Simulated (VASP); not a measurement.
# LiFeSe2S8 (C2/m) in VASP: single point with PBEsol

Aim: the single point of LiFeSe2S8 with PBEsol.

Program: VASP 6.6.1. These are calculated values, not measurements. Logs are shortened: lines on timing, memory, paths and dates and some standing lists are left out, and cuts for length are marked.

## Step 1: The cell of the first run

Symmetry: C2/m, No. 12, monoclinic system. The conventional cell has a = 9.694 Å, b = 6.389 Å, c = 8.452 Å, α = 90.00°, β = 92.44°, γ = 90.00°. Within 3.9 Å of Li (site symmetry 2/m) lie 10 S at 2.87 to 3.85 Å. Fe (site symmetry 2/m) has 6 S at 2.30 to 2.38 Å within 3.0 Å. Within 2.5 Å of Se (site symmetry m) lie 4 S at 1.89 to 1.95 Å. S (site symmetry m) has 1 Se at 1.93 Å and 1 Fe at 2.30 Å within 2.6 Å. S (site symmetry m) has 1 Se at 1.89 Å within 2.5 Å. Within 2.6 Å of S (site symmetry 1) lie 1 Se at 1.95 Å and 1 Fe at 2.38 Å.

## Step 2: Single point, PBEsol

File POSCAR:

```
LiFeSe2S8
1.0
    4.8471337300      3.1947149400      0.0000000000
    4.8471337300     -3.1947149400      0.0000000000
    0.3598224300      0.0000000000     -8.4440468600
Li Fe Se S
1 1 2 8
Direct
    0.0000000000      0.0000000000      0.5000000000
    0.0000000000      0.0000000000      0.0000000000
    0.3652000000      0.3652000000      0.7758900000
    0.6348000000      0.6348000000      0.2241100000
    0.2362000000      0.2362000000      0.9565000000
    0.7638000000      0.7638000000      0.0435000000
    0.2862000000      0.2862000000      0.5754000000
    0.7138000000      0.7138000000      0.4246000000
    0.7285000000      0.2359000000      0.7952000000
    0.7641000000      0.2715000000      0.2048000000
    0.2715000000      0.7641000000      0.2048000000
    0.2359000000      0.7285000000      0.7952000000
```

File INCAR.step1:

```
ALGO = Fast
EDIFF = 1E-6
ENCUT = 520
GGA = PS
ISIF = 2
ISMEAR = 1
LASPH = True
LCHARG = True
LMAXMIX = 4
LREAL = False
LWAVE = False
NBANDS = 48
NELM = 100
PREC = Accurate
SIGMA = 0.0541
```

File KPOINTS.step1:

```
k-points
0
Gamma
  4 4 2
```

File INCAR.step2:

```
ALGO = Fast
EDIFF = 1E-6
ENCUT = 520
GGA = PS
ICHARG = 11
ISIF = 2
ISMEAR = -5
LASPH = True
LCHARG = False
LMAXMIX = 4
LORBIT = 11
LREAL = False
LWAVE = False
NEDOS = 1001
NELM = 100
PREC = Accurate
SIGMA = 0.0541
```

File KPOINTS.step2:

```
k-points
0
Gamma
  6 6 3
```

Potentials or basis: VASP PAW PBE potentials, release 64 (Li_sv, Fe, Se, S).

Started as:

```console
$ cat potpaw_PBE.64/Li_sv/POTCAR potpaw_PBE.64/Fe/POTCAR potpaw_PBE.64/Se/POTCAR potpaw_PBE.64/S/POTCAR > POTCAR
$ cp INCAR.step1 INCAR
$ cp KPOINTS.step1 KPOINTS
$ mpirun -np 1 vasp_std > vasp.out
$ cp INCAR.step2 INCAR
$ cp KPOINTS.step2 KPOINTS
$ mpirun -np 1 vasp_std > vasp.out
```

OUTCAR:

```text
EDIFF = 1E-6
   ENCUT = 520
   GGA = PS
   ICHARG = 11
   ISIF = 2
   ISMEAR = -5
   LASPH = True
   LORBIT = 11
   LREAL = False
   NELM = 100
   PREC = Accurate

 ion  position               nearest neighbor table
   1  0.000  0.000  0.500-
   2  0.000  0.000  0.000-   5 2.30   6 2.30   9 2.38  10 2.38  11 2.38  12 2.38
   3  0.365  0.365  0.776-   7 1.89   5 1.93   9 1.95  12 1.95
   4  0.635  0.635  0.224-   8 1.89   6 1.93  10 1.95  11 1.95
   5  0.236  0.236  0.956-   3 1.93   2 2.30
   6  0.764  0.764  0.044-   4 1.93   2 2.30
   7  0.286  0.286  0.575-   3 1.89
   8  0.714  0.714  0.425-   4 1.89
   9  0.728  0.236  0.795-   3 1.95   2 2.38
  10  0.764  0.272  0.205-   4 1.95   2 2.38
  11  0.272  0.764  0.205-   4 1.95   2 2.38
  12  0.236  0.728  0.795-   3 1.95   2 2.38

  LATTYP: Found a base centered monoclinic cell.
 ALAT       =     9.6942674600
 B/A-ratio  =     0.6590936248
 C/A-ratio  =     0.8718255293
 COS(beta)  =    -0.0425739212

  Lattice vectors:

 A1 = (  -4.8471337300,  -3.1947149400,   0.0000000000)
 A2 = (  -4.8471337300,   3.1947149400,   0.0000000000)
 A3 = (   0.3598224300,   0.0000000000,  -8.4440468600)

Analysis of symmetry for initial positions (statically):
=====================================================================
 Subroutine PRICEL returns:
 Original cell was already a primitive cell.

 Routine SETGRP: Setting up the symmetry group for a
 base centered monoclinic supercell.

 Subroutine GETGRP returns: Found  4 space group operations
 (whereof  4 operations were pure point group operations)
 out of a pool of  4 trial point group operations.

The static configuration has the point symmetry C_2h.

Analysis of symmetry for dynamics (positions and initial velocities):
=====================================================================
 Subroutine PRICEL returns:
 Original cell was already a primitive cell.

 Routine SETGRP: Setting up the symmetry group for a
 base centered monoclinic supercell.

 Subroutine GETGRP returns: Found  4 space group operations
 (whereof  4 operations were pure point group operations)
 out of a pool of  4 trial point group operations.

The dynamic configuration has the point symmetry C_2h.

 Subroutine INISYM returns: Found  4 space group operations
 (whereof  4 operations are pure point group operations),
 and found     1 'primitive' translations

----------------------------------------------------------------------------------------

                                     Primitive cell

  volume of cell :     261.5157

  direct lattice vectors                    reciprocal lattice vectors
     4.847133730  3.194714940  0.000000000     0.103153746  0.156508486  0.004395645
     4.847133730 -3.194714940  0.000000000     0.103153746 -0.156508486  0.004395645
     0.359822430  0.000000000 -8.444046860     0.000000000  0.000000000 -0.118426628

  length of vectors
     5.805248396  5.805248396  8.451709860     0.187496462  0.187496462  0.118426628

  position of ions in fractional coordinates (direct lattice)
     0.000000000  0.000000000  0.500000000
     0.000000000  0.000000000  0.000000000
     0.365200000  0.365200000  0.775890000
     0.634800000  0.634800000  0.224110000
     0.236200000  0.236200000  0.956500000
     0.763800000  0.763800000  0.043500000
     0.286200000  0.286200000  0.575400000
     0.713800000  0.713800000  0.424600000
     0.728500000  0.235900000  0.795200000
     0.764100000  0.271500000  0.204800000
     0.271500000  0.764100000  0.204800000
     0.235900000  0.728500000  0.795200000

  ion indices of the primitive-cell ions
   primitive index   ion index
                 1           1
                 2           2
                 3           3
                 4           4
                 5           5
                 6           6
[... 26 lines left out ...]
     0.000000000  0.000000000  0.000000000

 TETIRR: Found    165 inequivalent tetrahedra from      648

 Subroutine IBZKPT returns following result:
 ===========================================

 Found     34 irreducible k-points:

 Following reciprocal coordinates:
            Coordinates               Weight
  0.000000  0.000000  0.000000      1.000000
  0.166667  0.000000 -0.000000      4.000000
  0.333333 -0.000000 -0.000000      4.000000
  0.500000  0.000000  0.000000      2.000000
  0.166667  0.166667  0.000000      2.000000
  0.333333  0.166667  0.000000      4.000000
[... 16 lines left out ...]
 -0.333333  0.166667  0.333333      4.000000
 -0.166667  0.166667  0.333333      4.000000
 [... further k-points ...]
   k-points           NKPTS =     34   k-points in BZ     NKDIM =     34   number of bands    NBANDS=     42
   number of dos      NEDOS =   1001   number of ions     NIONS =     12
   total plane-waves  NPLWV = 147456
   dimension x,y,z NGX =    48 NGY =   48 NGZ =   64
   dimension x,y,z NGXF=    96 NGYF=   96 NGZF=  128
   ions per type =               1   1   2   8
   NGX,Y,Z   is equivalent  to a cutoff of  13.75, 13.75, 12.59 a.u.
   NGXF,Y,Z  is equivalent  to a cutoff of  27.49, 27.49, 25.18 a.u.
 SYSTEM =  unknown system
   PREC   = accura    normal or accurate (medium, high low for compatibility)
   ISTART =      0    job   : 0-new  1-cont  2-samecut
   ICHARG =     11    charge: 1-file 2-atom 10-const
   ISPIN  =      1    spin polarized calculation?
   LNONCOLLINEAR =      F non collinear calculations
   LSORBIT =      F    spin-orbit coupling
   LASPH  =      T    aspherical Exc in radial PAW
   ENCUT  =  520.0 eV  38.22 Ry    6.18 a.u.  10.79 10.79 15.71*2*pi/ulx,y,z
   NELM   =    100;   NELMIN=  2; NELMDL=  0     # of ELM steps
   EDIFF  = 0.1E-05   stopping-criterion for ELM
   LREAL  =      F    real-space projection
   EDIFFG = 0.1E-04   stopping-criterion for IOM
   NSW    =      0    number of steps for IOM
   IBRION =     -1    ionic relax: 0-MD 1-quasi-New 2-CG
   NFREE  =      0    steps in history (QN), initial steepest desc. (CG)
   ISIF   =      2    stress and relaxation
   ISYM   =      2    0-nonsym 1-usesym 2-fastsym
   POTIM  = 0.5000    time-step for ionic-motion
   TEBEG  =    0.0;   TEEND  =   0.0 temperature during run
   PSTRESS=    0.0 pullay stress
   NELECT =      71.0000    total number of electrons
   NUPDOWN=      -1.0000    fix difference up-down
   EMIN   =  10.00;   EMAX   =-10.00  energy-range for DOS
   EFERMI =   0.00;   METHOD = LEGACY
   ISMEAR =    -5;   SIGMA  =   0.05  broadening in eV -4-tet -1-fermi 0-gaus
   EFERMI_NEDOS =   21; number of points for ismear=-14 and -15
   IALGO  =     68    algorithm
   IMIX   =      4    mixing-type and parameters
     AMIX     =   0.40;   BMIX     =  1.00
     AMIX_MAG =   1.60;   BMIX_MAG =  1.00
  volume/ion in A,a.u.               =      21.79       147.07
  Fermi-wavevector in a.u.,A,eV,Ry     =   1.060055  2.003213 15.289090  1.123716
  Thomas-Fermi vector in A             =   2.195422
   LORBIT       =     11    0 simple, 1 ext, 2 COOP (PROOUT), +10 PAW based schemes
   GGA     = PS    functional components
   LHFCALC =     F    Hartree Fock is set to
   AEXX    =    0.0000 exact exchange contribution
   IVDW    =     0    specifies the selected vdW correction
   LEPSILON=     F    determine dielectric tensor
   LRPA    =     F    only Hartree local field effects (RPA)
 non-spin polarized calculation
 RMM-DIIS sequential band-by-band and
 Fermi weights with tetrahedron method with Bloechl corrections
  energy-cutoff  :      520.00
  volume of cell :      261.52
 maximum number of plane-waves:      7060
 NGX is ok and might be reduce to    48

 number of electron      70.9999998 magnetization

 Free energy of the ion-electron system (eV)
  ---------------------------------------------------
  ext. energy  EPLUGINS =         0.00000000
  ---------------------------------------------------
  free energy    TOTEN  =       -44.86723734 eV

  energy without entropy =      -44.86723734  energy(sigma->0) =      -44.86723734

 E-fermi :   3.1431     XC(G=0):  -8.9537

 val. band max:        3.1463975589   @ k =  -0.3333   0.1667   0.3333
 cond. band min:       3.1519179845   @ k =  -0.1667   0.5000   0.3333
 fundamental gap:      0.0055204257
 Fermi energy:         3.1431143936

 k-point     1 :       0.0000    0.0000    0.0000
  band No.  band energies     occupation
      1     -42.9826      2.00000
      2     -16.6909      2.00000
      3     -16.6020      2.00000
      4     -11.0387      2.00000
      5     -10.6244      2.00000
      6     -10.5824      2.00000
[... 1069 lines left out ...]
     41       6.7038      0.00000
     42       7.0342      0.00000

 [... further k-points ...]

------------------------ aborting loop because EDIFF is reached ----------------------------------------

  FORCE on cell =-STRESS in cart. coord.  units (eV):
  Direction    XX          YY          ZZ          XY          YZ          ZX
  --------------------------------------------------------------------------------------
  -------------------------------------------------------------------------------------
  Total       25.9325308     25.3556170     33.4746686      0.0000000      0.0000000      0.2766530
  in kB      158.8757959    155.3413302    205.0827456      0.0000000      0.0000000      1.6949164
  external PRESSURE =     173.0999572 kB  Pullay stress =       0.0000000 kB

 VOLUME and BASIS-vectors are now :
 -----------------------------------------------------------------------------
  energy-cutoff  :      520.00
  volume of cell :      261.52
      direct lattice vectors                 reciprocal lattice vectors
     4.847133730  3.194714940  0.000000000     0.103153746  0.156508486  0.004395645
     4.847133730 -3.194714940  0.000000000     0.103153746 -0.156508486  0.004395645
     0.359822430  0.000000000 -8.444046860     0.000000000  0.000000000 -0.118426628

 POSITION                                       TOTAL-FORCE (eV/Angst)
 -----------------------------------------------------------------------------------
      0.17991      0.00000     -4.22202        -0.000000      0.000000      0.000000
      0.00000      0.00000      0.00000        -0.000000     -0.000000      0.000000
      3.81953      0.00000     -6.55165        -1.021811      0.000000     -0.494835
      6.23456      0.00000     -1.89240         1.021811      0.000000      0.494835
      2.63396      0.00000     -8.07673        -4.288749      0.000000     -6.289750
      7.42013      0.00000     -0.36732         4.288749      0.000000      6.289750
      2.98154      0.00000     -4.85870        -2.755038      0.000000      6.442343
      7.07255      0.00000     -3.58534         2.755038      0.000000     -6.442343
      4.96071      1.57372     -6.71471         3.904367      5.699943     -0.316419
      5.09338      1.57372     -1.72934        -3.904367      5.699943      0.316419
      5.09338     -1.57372     -1.72934        -3.904367     -5.699943      0.316419
      4.96071     -1.57372     -6.71471         3.904367     -5.699943     -0.316419
 -----------------------------------------------------------------------------------
    total drift:                                0.000000      0.000000      0.000000

  FREE ENERGIE OF THE ION-ELECTRON SYSTEM (eV)
  ---------------------------------------------------
  free  energy   TOTEN  =       -44.8672373447 eV

  energy  without entropy=      -44.8672373447  energy(sigma->0) =      -44.86723734

 total charge

# of ion       s       p       d       tot
------------------------------------------
    1        1.997   0.019   0.000   2.016
    2        0.349   0.435   6.331   7.116
    3        1.419   2.463   0.566   4.448
    4        1.419   2.463   0.566   4.448
    5        1.358   2.410   0.000   3.768
    6        1.358   2.410   0.000   3.768
    7        1.361   2.442   0.000   3.803
    8        1.361   2.442   0.000   3.803
    9        1.355   2.412   0.000   3.767
   10        1.355   2.412   0.000   3.767
   11        1.355   2.412   0.000   3.767
   12        1.355   2.412   0.000   3.767
--------------------------------------------------
tot         16.044  24.733   7.463  48.240
```

Wall time 9.1 min (1 thread of Intel Xeon 6975P-C (Granite Rapids), shared host); peak memory 0.57 GiB.

What came out:

* Valence electrons inside the program's atomic spheres: Li 2.02; Fe 7.12; Se 4.45; S 3.77, 3.80 (each value once)

Caveat: the k points lie up to 0.37 Å⁻¹ apart; the cutoff is under 1.25 times the usual one of these potentials, so pressure, stress and relaxed cells hold a basis-set (Pulay) error; the PAW data sets were made with another functional, which shifts forces and pressure a little; the run has no spin polarisation, though such a crystal can be magnetic; tetrahedron occupations give inexact forces and stress in metals. Spin polarisation is off, so any magnetic state and its effect on volume and gap are missing.
